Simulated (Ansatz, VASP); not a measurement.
# Na: VASP beside Ansatz

```xyz
4
Lattice="3.6609 0.0000 0.0000 -1.8304 3.1704 0.0000 0.0000 0.0000 11.9564" Properties=species:S:1:pos:R:3 pbc="T T T"
Na    0.0000    0.0000    0.0000
Na    0.0000    0.0000    5.9782
Na    0.0000    2.1136    2.9891
Na    1.8304    1.0568    8.9673
```

Alike in both runs: task single point; functional r2SCAN; k mesh 11 × 11 × 3; occupations fermi-dirac, width 0.1 eV; no spin polarisation.

```csv
,VASP,Ansatz
version,VASP 6.6.1,Ansatz 0.2.0
potentials or method,"VASP PAW PBE potentials, release 64 (Na_pv), cutoff 520 eV","plane waves (500 eV) with PAW, scalar-relativistic"
valence electrons in the cell,28,36
```

Ansatz gave:

```
pressure (GPa)                                                : 0.8
traceless stress, the component that is largest in VASP (GPa) : 0.14
```

Problem. What did VASP give for the same quantities?

Solution. Pressure (GPa): 0.7; traceless stress, the component that is largest in VASP (GPa): 0.11.

VASP's potentials were made for PBE, not for r2SCAN. VASP's potentials hold 28 valence electrons a cell and Ansatz's 36, so a difference there can come from the potentials and not from the codes.
